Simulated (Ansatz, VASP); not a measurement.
**One calculation of Al, two programs**

INCAR

```
  PREC = Accurate
  ENCUT = 520
  EDIFF = 1E-6
  ISMEAR = 0
  SIGMA = 0.15
  LREAL = F
  LASPH = T
  NELM = 80
  ALGO = Fast
  ISIF = 2
  LWAVE = F
  LCHARG = F
  NBANDS = 8
```

File KPOINTS:

```
regular mesh
0
Gamma
  24 24 24
```

The input POSCAR:

```
Al
1.0
   -1.6360651563      1.6360651563      1.5051799438
    1.6360651563     -1.6360651563      1.5051799438
    1.6360651563      1.6360651563     -1.5051799438
Al
1
Direct
    0.0000000000      0.0000000000      0.0000000000
```

Input for Ansatz:

```yaml
crystal:
  lattice:
    - [-1.6360651563, 1.6360651563, 1.5051799438]
    - [1.6360651563, -1.6360651563, 1.5051799438]
    - [1.6360651563, 1.6360651563, -1.5051799438]
  atoms:
    - { symbol: Al, position: [0.0, 0.0, 0.0] }
basis:
  ecutwfc: 420
kpoints:
  mp_grid: { grid: [24, 24, 24] }
hamiltonian:
  xc: lda
scf:
  occupations: { method: gaussian, width: 0.15 }
output:
  forces: true
  stress: true
  eigenvalues: true
```

Alike in both runs: task single point; functional LDA; k mesh 24 × 24 × 24; occupations gaussian, width 0.15 eV; no spin polarisation.

|  | VASP | Ansatz |
| --- | --- | --- |
| version | VASP 6.6.1 | Ansatz 0.2.0 |
| potentials or method | VASP PAW LDA potentials, release 64 (Al), cutoff 520 eV | scalar-relativistic, plane waves, PAW |
| valence electrons in the cell | 3 | 3 |

```csv
,VASP,Ansatz,Ansatz less VASP
gap on the k mesh at the Fermi level (eV),none,none,-
pressure (GPa),0.5,0.4,-0.08
"traceless stress, the component that is largest in VASP (GPa)",-1.67,-1.66,+0.014
```

LDA's correlation is that of Perdew and Zunger in VASP and of Perdew and Wang (1992) in Ansatz. A gap of «none» marks a metal or a gap that the smearing closes.
